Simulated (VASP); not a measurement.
# Ir (Immm) in VASP: single point with LDA

Aim: the single point of Ir with LDA.

Program: VASP 6.6.1. These are calculated values, not measurements. Logs are shortened: lines on timing, memory, paths and dates and some standing lists are left out, and cuts for length are marked.

### Step 1. The cell of the first run

The structure is orthorhombic, space group Immm (No. 71). The conventional cell has a = 2.596 Å, b = 2.793 Å, c = 3.811 Å, α = 90.00°, β = 90.00°, γ = 90.00°. Within 3.4 Å of Ir (site symmetry mmm) lie 12 Ir at 2.60 to 2.79 Å.

### Step 2. Single point, LDA (engineering shear strain xz -0.0733, engineering shear strain yz +0.0000)

Contents of INCAR:

```
PREC = Accurate
ENCUT = 560
EDIFF = 1E-6
ISMEAR = 0
SIGMA = 0.15
LREAL = F
LASPH = T
NELM = 120
ALGO = Normal
ISIF = 2
LWAVE = F
LCHARG = F
GGA = CA
NBANDS = 14
GGA_COMPAT = F
```

Contents of KPOINTS:

```
Automatic mesh
0
Gamma
  20 20 20
```

Contents of POSCAR:

```
Ir
1.0
   -0.0698331319      1.9054060557      1.9054060557
    1.8355729238      0.0000000000      1.8355729238
    1.9054060557      1.9054060557     -0.0698331319
Ir
1
Direct
    0.0000000000      0.0000000000      0.0000000000
```

Potentials or basis: VASP PAW LDA potentials, release 64 (Ir_sv_GW).

On the command line:

```console
$ cat potpaw_LDA.64/Ir_sv_GW/POTCAR > POTCAR
$ mpirun -np 1 vasp_std > vasp.out
```

OUTCAR:

```text
PREC = Accurate
   ENCUT = 560
   EDIFF = 1E-6
   ISMEAR = 0
   LREAL = F
   LASPH = T
   NELM = 120
   ISIF = 2
   GGA = CA

 ion  position               nearest neighbor table
   1  0.000  0.000  0.000-

  LATTYP: Found a body centered orthorhombic cell.
 ALAT       =     2.5958921236
 B/A-ratio  =     1.0760886489
 C/A-ratio  =     1.4680163620

  Lattice vectors:

 A1 = (   1.9054060557,  -1.9054060557,  -0.0698331319)
 A2 = (  -1.9054060557,  -1.9054060557,   0.0698331319)
 A3 = (   0.0698331319,   1.9054060557,  -1.9054060557)

Analysis of symmetry for initial positions (statically):
=====================================================================
 Subroutine PRICEL returns:
 Original cell was already a primitive cell.

 Routine SETGRP: Setting up the symmetry group for a
 body centered orthorhombic supercell.

 Subroutine GETGRP returns: Found  8 space group operations
 (whereof  8 operations were pure point group operations)
 out of a pool of  8 trial point group operations.

The static configuration has the point symmetry D_2h.

Analysis of symmetry for dynamics (positions and initial velocities):
=====================================================================
 Subroutine PRICEL returns:
 Original cell was already a primitive cell.

 Routine SETGRP: Setting up the symmetry group for a
 body centered orthorhombic supercell.

 Subroutine GETGRP returns: Found  8 space group operations
 (whereof  8 operations were pure point group operations)
 out of a pool of  8 trial point group operations.

The dynamic configuration has the point symmetry D_2h.

 Subroutine INISYM returns: Found  8 space group operations
 (whereof  8 operations are pure point group operations),
 and found     1 'primitive' translations

----------------------------------------------------------------------------------------

                                     Primitive cell

  volume of cell :      13.8168

  direct lattice vectors                    reciprocal lattice vectors
    -0.069833132  1.905406056  1.905406056    -0.253133901  0.262411258  0.253133901
     1.835572924  0.000000000  1.835572924     0.272394517 -0.262411258  0.272394517
     1.905406056  1.905406056 -0.069833132     0.253133901  0.262411258 -0.253133901

  length of vectors
     2.695555813  2.595892124  2.695555813     0.443861703  0.466108586  0.443861703

  position of ions in fractional coordinates (direct lattice)
     0.000000000  0.000000000  0.000000000

  ion indices of the primitive-cell ions
   primitive index   ion index
                 1           1

----------------------------------------------------------------------------------------

 KPOINTS: Automatic mesh

Automatic generation of k-mesh.
 Grid dimensions read from file:
 generate k-points for:   20   20   20

 Generating k-lattice:

  Cartesian coordinates                     Fractional coordinates (reciprocal lattice)
    -0.012656695  0.013120563  0.012656695     0.050000000  0.000000000  0.000000000
     0.013619726 -0.013120563  0.013619726     0.000000000  0.050000000 -0.000000000
     0.012656695  0.013120563 -0.012656695     0.000000000  0.000000000  0.050000000

  Length of vectors
     0.022193085  0.023305429  0.022193085

  Shift w.r.t. Gamma in fractional coordinates (k-lattice)
     0.000000000  0.000000000  0.000000000

 Subroutine IBZKPT returns following result:
 ===========================================

 Found   1166 irreducible k-points:

 Following reciprocal coordinates:
            Coordinates               Weight
  0.000000  0.000000  0.000000      1.000000
  0.050000  0.000000 -0.000000      4.000000
  0.100000  0.000000 -0.000000      4.000000
  0.150000  0.000000 -0.000000      4.000000
  0.200000  0.000000 -0.000000      4.000000
  0.250000  0.000000 -0.000000      4.000000
[... 16 lines left out ...]
 -0.450000  0.050000  0.000000      8.000000
 -0.400000  0.050000  0.000000      8.000000
 [... further k-points ...]
   k-points           NKPTS =   1166   k-points in BZ     NKDIM =   1166   number of bands    NBANDS=     14
   number of dos      NEDOS =    301   number of ions     NIONS =      1
   total plane-waves  NPLWV =  11520
   dimension x,y,z NGX =    24 NGY =   20 NGZ =   24
   dimension x,y,z NGXF=    48 NGYF=   40 NGZF=   48
   ions per type =               1
   NGX,Y,Z   is equivalent  to a cutoff of  14.80, 12.81, 14.80 a.u.
   NGXF,Y,Z  is equivalent  to a cutoff of  29.60, 25.62, 29.60 a.u.
 SYSTEM =  unknown system
   PREC   = accura    normal or accurate (medium, high low for compatibility)
   ISTART =      0    job   : 0-new  1-cont  2-samecut
   ICHARG =      2    charge: 1-file 2-atom 10-const
   ISPIN  =      1    spin polarized calculation?
   LNONCOLLINEAR =      F non collinear calculations
   LSORBIT =      F    spin-orbit coupling
   LASPH  =      T    aspherical Exc in radial PAW
   ENCUT  =  560.0 eV  41.16 Ry    6.42 a.u.   5.20  5.01  5.20*2*pi/ulx,y,z
   NELM   =    120;   NELMIN=  2; NELMDL= -5     # of ELM steps
   EDIFF  = 0.1E-05   stopping-criterion for ELM
   LREAL  =      F    real-space projection
   EDIFFG = 0.1E-04   stopping-criterion for IOM
   NSW    =      0    number of steps for IOM
   IBRION =     -1    ionic relax: 0-MD 1-quasi-New 2-CG
   NFREE  =      0    steps in history (QN), initial steepest desc. (CG)
   ISIF   =      2    stress and relaxation
   ISYM   =      2    0-nonsym 1-usesym 2-fastsym
   POTIM  = 0.5000    time-step for ionic-motion
   TEBEG  =    0.0;   TEEND  =   0.0 temperature during run
   PSTRESS=    0.0 pullay stress
   NELECT =      17.0000    total number of electrons
   NUPDOWN=      -1.0000    fix difference up-down
   EMIN   =  10.00;   EMAX   =-10.00  energy-range for DOS
   EFERMI =   0.00;   METHOD = LEGACY
   ISMEAR =     0;   SIGMA  =   0.15  broadening in eV -4-tet -1-fermi 0-gaus
   EFERMI_NEDOS =   21; number of points for ismear=-14 and -15
   IALGO  =     38    algorithm
   IMIX   =      4    mixing-type and parameters
     AMIX     =   0.40;   BMIX     =  1.00
     AMIX_MAG =   1.60;   BMIX_MAG =  1.00
  volume/ion in A,a.u.               =      13.82        93.24
  Fermi-wavevector in a.u.,A,eV,Ry     =   1.754237  3.315027 41.869837  3.077346
  Thomas-Fermi vector in A             =   2.824216
   LORBIT       =      0    0 simple, 1 ext, 2 COOP (PROOUT), +10 PAW based schemes
   GGA     = CA    functional components
   LHFCALC =     F    Hartree Fock is set to
   AEXX    =    0.0000 exact exchange contribution
   IVDW    =     0    specifies the selected vdW correction
   LEPSILON=     F    determine dielectric tensor
   LRPA    =     F    only Hartree local field effects (RPA)
 non-spin polarized calculation
 Gauss-broadening in eV      SIGMA  =   0.15
  energy-cutoff  :      560.00
  volume of cell :       13.82
 maximum number of plane-waves:       427
 NGX is ok and might be reduce to    24
   NGX = 11   NGY =  9   NGZ = 11

 number of electron      17.0000000 magnetization

 Free energy of the ion-electron system (eV)
  ---------------------------------------------------
  ext. energy  EPLUGINS =         0.00000000
  ---------------------------------------------------
  free energy    TOTEN  =       -10.84237683 eV

  energy without entropy =      -10.83281005  energy(sigma->0) =      -10.83759344

 E-fermi :  13.0660     XC(G=0): -14.9312

 val. band max:       13.0654688119   @ k =  -0.2500  -0.2000   0.0500
 cond. band min:      13.0676085702   @ k =  -0.3500  -0.1500   0.2000
 fundamental gap:      0.0021397583
 Fermi energy:        13.0660472390

 k-point     1 :       0.0000    0.0000    0.0000
  band No.  band energies     occupation
      1     -79.4879      2.00000
      2     -36.1584      2.00000
      3     -36.1266      2.00000
      4     -36.0770      2.00000
      5       1.7872      2.00000
      6       8.5063      2.00000
      7       8.8885      2.00000
      8       9.6980      2.00000
      9      11.9621      2.00000
     10      11.9942      2.00000
     11      26.6595      0.00000
     12      31.2314      0.00000
     13      32.3704      0.00000
     14      33.5262      0.00000

 k-point     2 :       0.0500    0.0000   -0.0000
  band No.  band energies     occupation
      1     -79.4866      2.00000
      2     -36.1737      2.00000
      3     -36.1343      2.00000
      4     -36.0800      2.00000
      5       1.8955      2.00000
      6       8.4961      2.00000
      7       8.8827      2.00000
      8       9.7431      2.00000
      9      11.9439      2.00000
     10      11.9691      2.00000
     11      26.8402      0.00000
     12      30.9635      0.00000
     13      32.3864      0.00000
     14      33.6978      0.00000

 k-point     3 :       0.1000    0.0000   -0.0000
  band No.  band energies     occupation
      1     -79.4818      2.00000
      2     -36.2279      2.00000
      3     -36.1440      2.00000
      4     -36.0883      2.00000
      5       2.2105      2.00000
      6       8.4364      2.00000
      7       8.9015      2.00000
      8       9.8626      2.00000
      9      11.9088      2.00000
     10      11.9127      2.00000
     11      27.3494      0.00000
     12      30.0814      0.00000
     13      32.8108      0.00000
     14      34.2037      0.00000
[... 324 lines left out ...]
 k-point    23 :      -0.4500    0.0500    0.0000
  band No.  band energies     occupation
      1     -79.4226      2.00000
      2     -36.9370      2.00000
      3     -36.2207      2.00000
      4     -36.2073      2.00000
      5       4.7833      2.00000
      6       8.6038      2.00000
      7       9.5387      2.00000
      8      11.4166      2.00000
      9      13.5725      0.00000
     10      14.6813      0.00000
     11      20.3188      0.00000
     12      26.9459      0.00000
     13      32.3230      0.00000
     14      33.4320      0.00000

 k-point    24 :      -0.4000    0.0500    0.0000
  band No.  band energies     occupation
      1     -79.4258      2.00000
      2     -36.8960      2.00000
      3     -36.2170      2.00000
      4     -36.1996      2.00000
      5       4.7804      2.00000
      6       8.6714      2.00000
      7       9.6069      2.00000
      8      10.7141      2.00000
      9      13.2551      0.07475
     10      14.3980      0.00000
     11      21.4039      0.00000
     12      27.2432      0.00000
     13      32.8823      0.00000
     14      34.0709      0.00000

 [... further k-points ...]

------------------------ aborting loop because EDIFF is reached ----------------------------------------

  FORCE on cell =-STRESS in cart. coord.  units (eV):
  Direction    XX          YY          ZZ          XY          YZ          ZX
  --------------------------------------------------------------------------------------
  -------------------------------------------------------------------------------------
  Total        0.3528517     -0.0278208      0.3528517      0.0000000      0.0000000      1.9086416
  in kB       40.9160734     -3.2260465     40.9160734      0.0000000      0.0000000    221.3227706
  external PRESSURE =      26.2020334 kB  Pullay stress =       0.0000000 kB

 VOLUME and BASIS-vectors are now :
 -----------------------------------------------------------------------------
  energy-cutoff  :      560.00
  volume of cell :       13.82
      direct lattice vectors                 reciprocal lattice vectors
    -0.069833132  1.905406056  1.905406056    -0.253133901  0.262411258  0.253133901
     1.835572924  0.000000000  1.835572924     0.272394517 -0.262411258  0.272394517
     1.905406056  1.905406056 -0.069833132     0.253133901  0.262411258 -0.253133901

 POSITION                                       TOTAL-FORCE (eV/Angst)
 -----------------------------------------------------------------------------------
      0.00000      0.00000      0.00000        -0.000000      0.000000      0.000000
 -----------------------------------------------------------------------------------
    total drift:                                0.000000      0.000000      0.000000

  FREE ENERGIE OF THE ION-ELECTRON SYSTEM (eV)
  ---------------------------------------------------
  free  energy   TOTEN  =       -10.8423768273 eV

  energy  without entropy=      -10.8328100511  energy(sigma->0) =      -10.83759344
```

Run time: 91 s. Hardware: 1 thread of Intel Xeon Platinum 8488C (Sapphire Rapids), shared host; peak memory 0.36 GiB.

Results:

```
Free energy            : -10.8424 eV
Pressure               : 2.6 GPa
Band gap on the k mesh : zero (an odd number of electrons rules out a gap without spin polarisation)
```

Levels at points of the mesh, in eV from the Fermi level:
| k point | band 4 | band 5 | band 6 | band 7 | band 8 | band 9 | band 10 | band 11 | band 12 | band 13 |
| --- | --- | --- | --- | --- | --- | --- | --- | --- | --- | --- |
| (0.00, 0.00, 0.00) | -49.14 | -11.28 | -4.56 | -4.18 | -3.37 | -1.10 | -1.07 | 13.59 | 18.17 | 19.30 |
| (0.50, 0.00, 0.00) | -49.26 | -8.39 | -4.52 | -3.47 | -1.06 | 0.53 | 1.22 | 7.07 | 13.60 | 19.17 |
| (0.00, 0.50, 0.00) | -49.34 | -8.23 | -4.67 | -3.68 | -0.30 | 0.80 | 1.40 | 8.25 | 13.06 | 18.26 |
| (0.50, 0.50, 0.00) | -49.50 | -8.13 | -7.57 | 0.78 | 1.55 | 1.79 | 1.85 | 11.05 | 11.65 | 11.71 |
| (0.50, 0.00, 0.50) | -49.43 | -8.16 | -7.58 | 1.03 | 1.61 | 1.63 | 1.79 | 10.34 | 10.92 | 13.06 |

Caveat: the cell differs from its parent crystal (engineering shear strain xz -0.0733, engineering shear strain yz +0.0000); spin-orbit coupling is left out, which moves the levels of the heavy elements.
